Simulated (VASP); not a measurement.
Set up this calculation in VASP 6.6.1, as the native input.

```yaml
Task: single point
Functional: revPBE
Potentials_or_basis: VASP PAW PBE potentials, release 64 (Pb_d)
Cutoff: 520 eV
k_mesh: 11 × 11 × 6
Occupations: fermi-dirac, width 0.1 eV
Spin: no spin polarisation
Dipole_correction: no
Further_INCAR_settings: ALGO = Normal; EDIFF = 1e-07; NBANDS = 21
```

The structure of Pb lies in POSCAR:

```
Pb
1.0
    3.4903369764      0.0000000000      0.0000000000
   -1.7451684882      3.0227204893      0.0000000000
    0.0000000000      0.0000000000      5.7222560740
Pb
2
Direct
    0.3333333333      0.6666666667      0.2500000000
    0.6666666667      0.3333333333      0.7500000000
```

This cell differs from its parent crystal: volume scaled by 0.92.

The input as run:

INCAR

```
  ALGO = Normal
  EDIFF = 1E-7
  ENCUT = 520
  GGA = RE
  ISIF = 2
  ISMEAR = -1
  LASPH = True
  LCHARG = False
  LREAL = False
  LWAVE = False
  NBANDS = 21
  NELM = 80
  PREC = Accurate
  SIGMA = 0.1
```

KPOINTS

```
k-points
0
Gamma
  11 11 6
```

Potentials or basis: VASP PAW PBE potentials, release 64 (Pb_d).

Command:

```bash
$ cat potpaw_PBE.64/Pb_d/POTCAR > POTCAR
$ mpirun -np 1 vasp_std > vasp.out
```

It gave:

* Pressure: 3.4 GPa
* Band gap on the k mesh: zero (band 14 reaches 13.18 eV, above the bottom of band 15 at 5.80 eV)

Caveat: the PAW data sets were made with another functional, which shifts forces and pressure a little; spin-orbit coupling is left out, which moves the levels of the heavy elements.

It took 62 s on 1 thread of Intel(R) Xeon(R) Platinum 8259CL CPU @ 2.50GHz (Skylake/Cascade Lake) (shared host), peak memory 0.21 GiB.
